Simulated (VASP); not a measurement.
# B (R-3m) in VASP: a series of runs

Runs on B. Level: PBEsol. Tasks: relaxation of cell and atoms, single point.

Everything below comes from runs of VASP 6.6.1. Logs are shortened: lines on timing, memory, paths and dates and some standing lists are left out, and cuts for length are marked.

### Step 1. The cell of the first run

Symmetry: R-3m, No. 166, trigonal system. The conventional cell has a = 5.594 Å, b = 5.594 Å, c = 12.076 Å, α = 90.00°, β = 90.00°, γ = 120.00°. Within 1.9 Å of B (site symmetry -3m) lie 2 B at 1.44 Å. B (site symmetry m) has 6 B at 1.60 to 1.80 Å within 2.1 Å. Within 2.3 Å of B (site symmetry m) lie 6 B at 1.71 to 1.81 Å. Within 1.9 Å of B (site symmetry 3m) lie 4 B at 1.44 to 1.60 Å.

### Step 2. Relaxation of cell and atoms, PBEsol

The input, INCAR:

```
SYSTEM = B
ALGO = Normal ; EDIFF = 1E-7
EDIFFG = -0.04 ; ENCUT = 600
GGA = PS ; IBRION = 2
ISIF = 3 ; ISMEAR = 0
LASPH = .True. ; LCHARG = .False.
LREAL = Auto ; LWAVE = .False.
NELM = 60 ; NSW = 90
PREC = Accurate ; SIGMA = 0.1
```

The input, KPOINTS:

```
k-points
0
Gamma
  6 6 6
  0 0 0
```

The input, POSCAR:

```
B
1.0
    2.7970008425      1.6148491893      4.0252000000
   -2.7970008425      1.6148491893      4.0252000000
    0.0000000000     -3.2296983787      4.0252000000
B
15
Direct
    0.5000000000      0.5000000000      0.5000000000
    0.8039000000      0.3161000000      0.8039000000
    0.8039000000      0.8039000000      0.3161000000
    0.3161000000      0.8039000000      0.8039000000
    0.1961000000      0.6839000000      0.1961000000
    0.6839000000      0.1961000000      0.1961000000
    0.1961000000      0.1961000000      0.6839000000
    0.0060000000      0.3295000000      0.0060000000
    0.0060000000      0.0060000000      0.3295000000
    0.3295000000      0.0060000000      0.0060000000
    0.9940000000      0.6705000000      0.9940000000
    0.6705000000      0.9940000000      0.9940000000
    0.9940000000      0.9940000000      0.6705000000
    0.6192000000      0.6192000000      0.6192000000
    0.3808000000      0.3808000000      0.3808000000
```

Potentials or basis: VASP PAW PBE potentials, release 64 (B).

On the command line:

```console
$ cat potpaw_PBE.64/B/POTCAR > POTCAR
$ mpirun -np 1 vasp_std > vasp.out
```

OUTCAR:

```text
SYSTEM = B
   EDIFF = 1E-7
   EDIFFG = -0.04
   ENCUT = 600
   GGA = PS
   IBRION = 2
   ISIF = 3
   ISMEAR = 0
   LASPH = .True.
   LREAL = Auto
   NELM = 60
   NSW = 90
   PREC = Accurate

 ion  position               nearest neighbor table
   1  0.500  0.500  0.500-  14 1.44  15 1.44
   2  0.804  0.316  0.804-  14 1.60   7 1.76   6 1.76   8 1.79  12 1.80  13 1.80
   3  0.804  0.804  0.316-  14 1.60   6 1.76   5 1.76   9 1.79  12 1.80  11 1.80
   4  0.316  0.804  0.804-  14 1.60   7 1.76   5 1.76  10 1.79  11 1.80  13 1.80
   5  0.196  0.684  0.196-  15 1.60   3 1.76   4 1.76  11 1.79  10 1.80   9 1.80
   6  0.684  0.196  0.196-  15 1.60   3 1.76   2 1.76  12 1.79   8 1.80   9 1.80
   7  0.196  0.196  0.684-  15 1.60   4 1.76   2 1.76  13 1.79   8 1.80  10 1.80
   8  0.006  0.330  0.006-  11 1.71   2 1.79   6 1.80   7 1.80   9 1.81  10 1.81
   9  0.006  0.006  0.330-  13 1.71   3 1.79   6 1.80   5 1.80  10 1.81   8 1.81
  10  0.330  0.006  0.006-  12 1.71   4 1.79   5 1.80   7 1.80   9 1.81   8 1.81
  11  0.994  0.670  0.994-   8 1.71   5 1.79   4 1.80   3 1.80  13 1.81  12 1.81
  12  0.670  0.994  0.994-  10 1.71   6 1.79   2 1.80   3 1.80  13 1.81  11 1.81
  13  0.994  0.994  0.670-   9 1.71   7 1.79   2 1.80   4 1.80  11 1.81  12 1.81
  14  0.619  0.619  0.619-   1 1.44   3 1.60   2 1.60   4 1.60
  15  0.381  0.381  0.381-   1 1.44   7 1.60   6 1.60   5 1.60

  LATTYP: Found a trigonal (rhomboedric) cell.
 ALAT       =     5.1607350888
 COS(alpha) =     0.4125213919

  Lattice vectors:

 A1 = (   2.7970008425,   1.6148491893,   4.0252000000)
 A2 = (  -2.7970008425,   1.6148491893,   4.0252000000)
 A3 = (   0.0000000000,  -3.2296983787,   4.0252000000)

Analysis of symmetry for initial positions (statically):
=====================================================================
 Subroutine PRICEL returns:
 Original cell was already a primitive cell.

 Routine SETGRP: Setting up the symmetry group for a
 trigonal (rhombohedral) supercell.

 Subroutine GETGRP returns: Found 12 space group operations
 (whereof 12 operations were pure point group operations)
 out of a pool of 12 trial point group operations.

The static configuration has the point symmetry D_3d.

Analysis of symmetry for dynamics (positions and initial velocities):
=====================================================================
 Subroutine PRICEL returns:
 Original cell was already a primitive cell.

 Routine SETGRP: Setting up the symmetry group for a
 trigonal (rhombohedral) supercell.

 Subroutine GETGRP returns: Found 12 space group operations
 (whereof 12 operations were pure point group operations)
 out of a pool of 12 trial point group operations.

The dynamic configuration has the point symmetry D_3d.

 Subroutine INISYM returns: Found 12 space group operations
 (whereof 12 operations are pure point group operations),
 and found     1 'primitive' translations

----------------------------------------------------------------------------------------

                                     Primitive cell

  volume of cell :     109.0846

  direct lattice vectors                    reciprocal lattice vectors
     2.797000843  1.614849189  4.025200000     0.178762906  0.103208812  0.082811620
    -2.797000843  1.614849189  4.025200000    -0.178762906  0.103208812  0.082811620
     0.000000000 -3.229698379  4.025200000     0.000000000 -0.206417624  0.082811620

  length of vectors
     5.160735089  5.160735089  5.160735089     0.222409532  0.222409532  0.222409532

  position of ions in fractional coordinates (direct lattice)
     0.500000000  0.500000000  0.500000000
     0.803900000  0.316100000  0.803900000
     0.803900000  0.803900000  0.316100000
     0.316100000  0.803900000  0.803900000
     0.196100000  0.683900000  0.196100000
     0.683900000  0.196100000  0.196100000
     0.196100000  0.196100000  0.683900000
     0.006000000  0.329500000  0.006000000
     0.006000000  0.006000000  0.329500000
     0.329500000  0.006000000  0.006000000
     0.994000000  0.670500000  0.994000000
[... 37 lines left out ...]

  Length of vectors
     0.037068255  0.037068255  0.037068255

  Shift w.r.t. Gamma in fractional coordinates (k-lattice)
     0.000000000  0.000000000  0.000000000

 Subroutine IBZKPT returns following result:
 ===========================================

 Found     32 irreducible k-points:

 Following reciprocal coordinates:
            Coordinates               Weight
  0.000000  0.000000  0.000000      1.000000
  0.166667  0.000000 -0.000000      6.000000
  0.333333  0.000000 -0.000000      6.000000
  0.500000  0.000000 -0.000000      3.000000
  0.166667  0.166667 -0.000000      6.000000
  0.333333  0.166667 -0.000000     12.000000
[... 16 lines left out ...]
  0.500000  0.500000  0.166667      6.000000
 -0.333333  0.500000  0.166667     12.000000
 [... further k-points ...]
   k-points           NKPTS =     32   k-points in BZ     NKDIM =     32   number of bands    NBANDS=     30
   number of dos      NEDOS =    301   number of ions     NIONS =     15
   total plane-waves  NPLWV =  74088
   dimension x,y,z NGX =    42 NGY =   42 NGZ =   42
   dimension x,y,z NGXF=    84 NGYF=   84 NGZF=   84
   ions per type =              15
   NGX,Y,Z   is equivalent  to a cutoff of  13.53, 13.53, 13.53 a.u.
   NGXF,Y,Z  is equivalent  to a cutoff of  27.06, 27.06, 27.06 a.u.
 SYSTEM =  B
   PREC   = accura    normal or accurate (medium, high low for compatibility)
   ISTART =      0    job   : 0-new  1-cont  2-samecut
   ICHARG =      2    charge: 1-file 2-atom 10-const
   ISPIN  =      1    spin polarized calculation?
   LNONCOLLINEAR =      F non collinear calculations
   LSORBIT =      F    spin-orbit coupling
   LASPH  =      T    aspherical Exc in radial PAW
   ENCUT  =  600.0 eV  44.10 Ry    6.64 a.u.  10.31 10.31 10.31*2*pi/ulx,y,z
   NELM   =     60;   NELMIN=  2; NELMDL= -5     # of ELM steps
   EDIFF  = 0.1E-06   stopping-criterion for ELM
   LREAL  =      T    real-space projection
   EDIFFG = -.4E-01   stopping-criterion for IOM
   NSW    =     90    number of steps for IOM
   IBRION =      2    ionic relax: 0-MD 1-quasi-New 2-CG
   NFREE  =      1    steps in history (QN), initial steepest desc. (CG)
   ISIF   =      3    stress and relaxation
   ISYM   =      2    0-nonsym 1-usesym 2-fastsym
   POTIM  = 0.5000    time-step for ionic-motion
   TEBEG  =    0.0;   TEEND  =   0.0 temperature during run
   PSTRESS=    0.0 pullay stress
   NELECT =      45.0000    total number of electrons
   NUPDOWN=      -1.0000    fix difference up-down
   EMIN   =  10.00;   EMAX   =-10.00  energy-range for DOS
   EFERMI =   0.00;   METHOD = LEGACY
   ISMEAR =     0;   SIGMA  =   0.10  broadening in eV -4-tet -1-fermi 0-gaus
   EFERMI_NEDOS =   21; number of points for ismear=-14 and -15
   IALGO  =     38    algorithm
   IMIX   =      4    mixing-type and parameters
     AMIX     =   0.40;   BMIX     =  1.00
     AMIX_MAG =   1.60;   BMIX_MAG =  1.00
  volume/ion in A,a.u.               =       7.27        49.08
  Fermi-wavevector in a.u.,A,eV,Ry     =   1.218684  2.302980 20.207258  1.485192
  Thomas-Fermi vector in A             =   2.353962
   LORBIT       =      0    0 simple, 1 ext, 2 COOP (PROOUT), +10 PAW based schemes
   GGA     = PS    functional components
   LHFCALC =     F    Hartree Fock is set to
   AEXX    =    0.0000 exact exchange contribution
   IVDW    =     0    specifies the selected vdW correction
   LEPSILON=     F    determine dielectric tensor
   LRPA    =     F    only Hartree local field effects (RPA)
 conjugate gradient relaxation of ions
 non-spin polarized calculation
 Gauss-broadening in eV      SIGMA  =   0.10
  energy-cutoff  :      600.00
  volume of cell :      109.08
 maximum number of plane-waves:      3706
 NGX is ok and might be reduce to    42
   NGX = 21   NGY = 21   NGZ = 21

--------------------------------------- Ionic step        1  -------------------------------------------

 number of electron      45.0000000 magnetization

 Free energy of the ion-electron system (eV)
  ---------------------------------------------------
  ext. energy  EPLUGINS =         0.00000000
  ---------------------------------------------------
  free energy    TOTEN  =      -100.45672125 eV

  energy without entropy =     -100.43449225  energy(sigma->0) =     -100.44560675

------------------------ aborting loop because EDIFF is reached ----------------------------------------

  FORCE on cell =-STRESS in cart. coord.  units (eV):
  Direction    XX          YY          ZZ          XY          YZ          ZX
  --------------------------------------------------------------------------------------
  -------------------------------------------------------------------------------------
  Total       13.0544222     13.0544222     13.2505767      0.0000000     -0.0000000     -0.0000000
  in kB      191.7365704    191.7365704    194.6175861      0.0000000     -0.0000000     -0.0000000
  external PRESSURE =     192.6969090 kB  Pullay stress =       0.0000000 kB
[... 128 lines left out ...]
  FREE ENERGIE OF THE ION-ELECTRON SYSTEM (eV)
  ---------------------------------------------------
  free  energy   TOTEN  =      -101.8929962785 eV

  energy  without entropy=     -101.8726507235  energy(sigma->0) =     -101.88282350

[... ionic steps 4 to 7 ...]

--------------------------------------- Ionic step        8  -------------------------------------------

 number of electron      45.0000000 magnetization

------------------------ aborting loop because EDIFF is reached ----------------------------------------
[... 93 lines left out ...]
--------------------------------------- Ionic step       10  -------------------------------------------

 number of electron      45.0000000 magnetization

 Free energy of the ion-electron system (eV)
  ---------------------------------------------------
  ext. energy  EPLUGINS =         0.00000000
  ---------------------------------------------------
  free energy    TOTEN  =      -102.11881106 eV

  energy without entropy =     -102.09606707  energy(sigma->0) =     -102.10743907

 E-fermi :   4.2972     XC(G=0): -11.4147

 val. band max:        4.2910065509   @ k =   0.5000   0.1667  -0.0000
 cond. band min:       4.3206139794   @ k =   0.5000   0.5000   0.3333
 fundamental gap:      0.0296074285
 Fermi energy:         4.2971595564

 k-point     1 :       0.0000    0.0000    0.0000
  band No.  band energies     occupation
      1     -10.3785      2.00000
      2      -5.6896      2.00000
      3      -5.6896      2.00000
      4      -5.6261      2.00000
      5      -5.1451      2.00000
      6      -3.3199      2.00000
[... 781 lines left out ...]
     29       9.8150      0.00000
     30      10.6570      0.00000

 [... further k-points ...]

------------------------ aborting loop because EDIFF is reached ----------------------------------------

  FORCE on cell =-STRESS in cart. coord.  units (eV):
  Direction    XX          YY          ZZ          XY          YZ          ZX
  --------------------------------------------------------------------------------------
  -------------------------------------------------------------------------------------
  Total        0.0449078      0.0449078     -0.1019885      0.0000000      0.0000000      0.0000000
  in kB        0.6234163      0.6234163     -1.4158201      0.0000000      0.0000000      0.0000000
  external PRESSURE =      -0.0563292 kB  Pullay stress =       0.0000000 kB
[... 30 lines left out ...]
  FREE ENERGIE OF THE ION-ELECTRON SYSTEM (eV)
  ---------------------------------------------------
  free  energy   TOTEN  =      -102.1188110649 eV

  energy  without entropy=     -102.0960670694  energy(sigma->0) =     -102.10743907

 reached required accuracy - stopping structural energy minimisation
```

Wall time 20 min (1 thread of Intel Xeon Platinum 8259CL at 2.50GHz (Skylake/Cascade Lake), shared host); peak memory 0.3 GiB.

Results:

- Free energy: -102.1188 eV
- Relaxed volume: 7.69 Å³/atom
- Relaxed cell: a = 5.196 Å, b = 5.196 Å, c = 5.196 Å, α = 67.69°, β = 67.69°, γ = 67.69°
- Space group after relaxing (to 0.05 Å): R-3m (No. 166)
- Energy gained by relaxing: 110.8 meV/atom
- Ionic steps: 10
- Pressure after relaxing: 0.0 GPa
- Largest force after relaxing: 0.037 eV/Å

Forces on the atoms (eV/Å):
```
B    0.000  0.000  0.000
B   -0.001  0.000  0.011
B    0.000 -0.001  0.011
B    0.001  0.000  0.011
B    0.001  0.000 -0.011
B   -0.001  0.000 -0.011
B    0.000  0.001 -0.011
B    0.014 -0.008  0.033
B    0.000  0.017  0.033
B   -0.014 -0.008  0.033
B   -0.014  0.008 -0.033
B    0.014  0.008 -0.033
B    0.000 -0.017 -0.033
B    0.000  0.000 -0.005
B    0.000  0.000  0.005
```

Step by step:
```csv
step,energy change (eV),largest force (eV/Å),pressure (GPa),volume (Å³)
1,0.0000,5.1565,19.27,109.08
2,-0.9920,1.8602,-12.10,123.48
3,-1.4363,0.5022,-2.62,117.81
4,-1.6054,0.5031,-1.27,117.09
5,-1.6080,0.4169,-1.48,117.17
6,-1.6528,0.1978,-0.39,115.97
7,-1.6564,0.1907,0.07,115.50
8,-1.6605,0.0775,0.06,115.34
9,-1.6611,0.0514,0.06,115.39
10,-1.6621,0.0373,-0.01,115.41
```

Final structure:
```cif
data_structure
_symmetry_space_group_name_H-M 'P 1'
_symmetry_Int_Tables_number 1
_cell_length_a 5.1957
_cell_length_b 5.1957
_cell_length_c 5.1957
_cell_angle_alpha 67.689
_cell_angle_beta 67.689
_cell_angle_gamma 67.689
_cell_volume 115.41
loop_
_atom_site_label
_atom_site_type_symbol
_atom_site_fract_x
_atom_site_fract_y
_atom_site_fract_z
_atom_site_occupancy
B1 B 0.50000 0.50000 0.50000 1
B2 B 0.80634 0.30114 0.80634 1
B3 B 0.80634 0.80634 0.30114 1
B4 B 0.30114 0.80634 0.80634 1
B5 B 0.19366 0.69886 0.19366 1
B6 B 0.69886 0.19366 0.19366 1
B7 B 0.19366 0.19366 0.69886 1
B8 B 0.00601 0.33041 0.00601 1
B9 B 0.00601 0.00601 0.33041 1
B10 B 0.33041 0.00601 0.00601 1
B11 B 0.99399 0.66959 0.99399 1
B12 B 0.66959 0.99399 0.99399 1
B13 B 0.99399 0.99399 0.66959 1
B14 B 0.63571 0.63571 0.63571 1
B15 B 0.36429 0.36429 0.36429 1
```

Caveat: the PAW data sets were made with another functional, which shifts forces and pressure a little.

### Step 3. Single point, PBEsol

This run uses another cell than the first one, of 7.68 Å³/atom, 1.056 times its volume.

The input, INCAR:

```
PREC = Accurate
ENCUT = 520
EDIFF = 1E-6
ISMEAR = 0
SIGMA = 0.1
LREAL = Auto
LASPH = T
NELM = 100
ALGO = Normal
ISIF = 2
LWAVE = F
LCHARG = F
GGA = PS
NBANDS = 36
```

The input, KPOINTS:

```
regular mesh
0
Gamma
  9 9 9
```

The input, POSCAR:

```
B
1.0
    2.8941901731      1.6709614756      3.9703204373
   -2.8941901731      1.6709614756      3.9703204373
    0.0000000000     -3.3419229511      3.9703204373
B
15
Direct
    0.5000000000      0.5000000000      0.5000000000
    0.8063801915      0.3010185936      0.8063801915
    0.8063801915      0.8063801915      0.3010185936
    0.3010185936      0.8063801915      0.8063801915
    0.1936198085      0.6989814064      0.1936198085
    0.6989814064      0.1936198085      0.1936198085
    0.1936198085      0.1936198085      0.6989814064
    0.0066522858      0.3299710766      0.0066522858
    0.0066522858      0.0066522858      0.3299710766
    0.3299710766      0.0066522858      0.0066522858
    0.9933477142      0.6700289234      0.9933477142
    0.6700289234      0.9933477142      0.9933477142
    0.9933477142      0.9933477142      0.6700289234
    0.6358973297      0.6358973297      0.6358973297
    0.3641026703      0.3641026703      0.3641026703
```

Potentials or basis: VASP PAW PBE potentials, release 64 (B).

On the command line:

```console
$ cat potpaw_PBE.64/B/POTCAR > POTCAR
$ mpirun -np 1 vasp_std > vasp.out
```

It took 7.6 min on 1 thread of Intel Xeon Platinum 8259CL at 2.50GHz (Skylake/Cascade Lake), shared host; peak memory 0.36 GiB.

Results (log left out):

```
Free energy   : -102.1129 eV
Pressure      : 0.3 GPa
Largest force : 0.024 eV/Å
```

Forces in eV/Å, atoms in the order of the input:
```
B    0.000  0.000  0.000
B   -0.017  0.010 -0.013
B    0.000 -0.020 -0.013
B    0.017  0.010 -0.013
B    0.017 -0.010  0.013
B   -0.017 -0.010  0.013
B    0.000  0.020  0.013
B    0.003 -0.002  0.015
B    0.000  0.003  0.015
B   -0.003 -0.002  0.015
B   -0.003  0.002 -0.015
B    0.003  0.002 -0.015
B    0.000 -0.003 -0.015
B    0.000  0.000  0.019
B    0.000  0.000 -0.019
```

Stress tensor (GPa, compression positive):
```
0.23 0.00 0.00
0.00 0.23 0.00
0.00 0.00 0.34
```

Levels at points of the mesh, in eV from the Fermi level:
```tsv
k point	band 19	band 20	band 21	band 22	band 23	band 24	band 25	band 26	band 27	band 28
(0.00, 0.00, 0.00)	-0.53	-0.31	-0.31	0.39	0.39	1.35	5.12	5.12	5.53	5.53
```

Caveat: the PAW data sets were made with another functional, which shifts forces and pressure a little.

(Part 1 of 2 ends here.)
